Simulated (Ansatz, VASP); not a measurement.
# One calculation of Pt, two programs

The input INCAR:

```
PREC = Accurate ; ENCUT = 520
EDIFF = 1E-6 ; ISMEAR = 0
SIGMA = 0.15 ; LREAL = F
LASPH = T ; NELM = 80
ALGO = Fast ; ISIF = 2
LWAVE = F ; LCHARG = F
GGA = PS ; NBANDS = 11
```

The input KPOINTS:

```
regular mesh
0
Gamma
  20 20 20
```

The input POSCAR:

```
Pt
1.0
   -1.7359920436      1.3848925292      1.5604422864
    1.3848925292     -1.7359920436      1.5604422864
    1.7359920436      1.7359920436     -1.9115418008
Pt
1
Direct
    0.0000000000      0.0000000000      0.0000000000
```

Input for Ansatz:

```yaml
crystal:
  lattice:
    - [-1.7359920436, 1.3848925292, 1.5604422864]
    - [1.3848925292, -1.7359920436, 1.5604422864]
    - [1.7359920436, 1.7359920436, -1.9115418008]
  atoms:
    - { symbol: Pt, position: [0.0, 0.0, 0.0] }
basis:
  ecutwfc: 420
kpoints:
  mp_grid: { grid: [20, 20, 20] }
hamiltonian:
  xc: pbesol
  pseudopotentials: { kind: paw, azcp: { folder: soft_1 } }
scf:
  occupations: { method: gaussian, width: 0.15 }
output:
  forces: true
  stress: true
  eigenvalues: true
```

Change from the starting cell: engineering shear strain xz -0.2250, engineering shear strain yz -0.2250.

Alike in both runs: task single point; functional PBEsol; k mesh 20 × 20 × 20; occupations gaussian, width 0.15 eV; no spin polarisation.

```csv
,VASP,Ansatz
version,VASP 6.6.1,Ansatz 0.2.0
potentials or method,"VASP PAW PBE potentials, release 64 (Pt), cutoff 520 eV","scalar-relativistic, plane waves, PAW"
valence electrons in the cell,10,18
```

```tsv
	VASP	Ansatz	Ansatz less VASP
gap on the k mesh at the Fermi level (eV)	none	none	-
pressure (GPa)	41.1	41.9	+0.79
traceless stress, the component that is largest in VASP (GPa)	40.33	40.95	+0.615
```

VASP's potentials were made for PBE, not for PBEsol, and Ansatz warns of the same on its side. A gap of «none» marks a metal or a gap that the smearing closes. Both programs put the cell under a high pressure, so it lies far from rest at this level. VASP's potentials hold 10 valence electrons a cell and Ansatz's 18, so a difference there can come from the potentials and not from the codes.

Neither program's run includes spin-orbit coupling.
